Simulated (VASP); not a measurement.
Runs of VASP 6.6.1 on Au. The structure is that of space group Im-3m (No. 229), or close to it. The cells are those of the table. 

```tsv
cell	gap on the mesh (eV)	pressure (GPa)
a = 2.823 Å, angles 108.1, 108.1, 112.2°, 1 atom	none	3.0
a = 2.823 Å, angles 110.2, 110.2, 108.1°, 1 atom	none	(b)
a = 2.799 Å, angles 109.5°, 1 atom	none	7.4
a = 2.847 Å, angles 108.8, 108.8, 110.8°, 1 atom	none	-1.1
a = 2.942 Å, angles 109.5°, 1 atom	none	(a)
a = 2.751 Å, angles 110.2, 110.2, 108.1°, 1 atom	none	19.2
a = 3.014 Å, angles 109.5°, 1 atom	none	-15.8
```

Alike in all rows: task single point; level r2SCAN; potentials or basis VASP PAW PBE potentials, release 64 (Au); no spin polarisation; k mesh 20 × 20 × 20; cutoff (eV) 520; smearing gaussian 0.15 eV.

Q: Estimate the missing entries.

A: (a) -11.6; (b) 2.8.

Caveats: the PAW data sets were made with another functional, which shifts forces and pressure a little; spin-orbit coupling is left out, which moves the levels of the heavy elements.

A k mesh can miss the band edges, and the runs leave out spin-orbit coupling on Au.

A gap of «none» marks levels without a gap at the run's occupations.
